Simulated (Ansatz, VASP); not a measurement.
**V in VASP and in Ansatz**

```xyz
1
Lattice="0.0000 1.8719 1.8719 1.8719 0.0000 1.8719 1.8719 1.8719 0.0000" Properties=species:S:1:pos:R:3 pbc="T T T"
V     0.0000    0.0000    0.0000
```

Alike in both runs: task single point; functional RPBE; k mesh 23 × 23 × 23; occupations fermi-dirac, width 0.1 eV; no spin polarisation.

|  | VASP | Ansatz |
| --- | --- | --- |
| version | VASP 6.6.1 | Ansatz 0.2.0 |
| potentials or method | VASP PAW PBE potentials, release 64 (V_sv), cutoff 520 eV | plane waves (420 eV) with PAW, scalar-relativistic |
| valence electrons in the cell | 13 | 13 |

VASP gave:

* pressure (GPa): 16.5

**Question.** What did Ansatz give for the same quantities?

**Answer.** Pressure (GPa): 16.2.

VASP's potentials were made for PBE, not for RPBE.
